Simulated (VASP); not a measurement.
A run of VASP 6.6.1 is set up as follows.

INCAR

```
PREC = Accurate ; ENCUT = 520
EDIFF = 1E-6 ; ISMEAR = 0
SIGMA = 0.05 ; LREAL = F
LASPH = T ; NELM = 80
ALGO = Normal ; ISIF = 2
LWAVE = F ; LCHARG = F
GGA = PE ; NBANDS = 11
```

File KPOINTS:

```
regular mesh
0
Gamma
  8 8 8
```

The input POSCAR:

```
Si
1.0
    0.0000000000      2.7588114025      2.7588114025
    2.7348811921      0.0239302104      2.7348811921
    2.7348811921      2.7348811921      0.0239302104
Si
2
Direct
    0.5000000000      0.5000000000      0.5000000000
    0.7500000000      0.7500000000      0.7500000000
```

Potentials or basis: VASP PAW PBE potentials, release 64 (Si).

The run is started by

```sh
$ cat potpaw_PBE.64/Si/POTCAR > POTCAR
$ mpirun -np 1 vasp_std > vasp.out
```

(1) What does it give for the band gap on the k mesh?

(2) Estimate the largest force.

(3) Estimate the pressure.

Results:

(1) 0.62 eV, indirect (least direct gap 2.41 eV).

(2) 0.157 eV/Å.

(3) 0.0 GPa.

Caveat: the cell differs from its parent crystal (strain +0.0175 x Voigt [0, 0, 0, 1, 0, 0]).
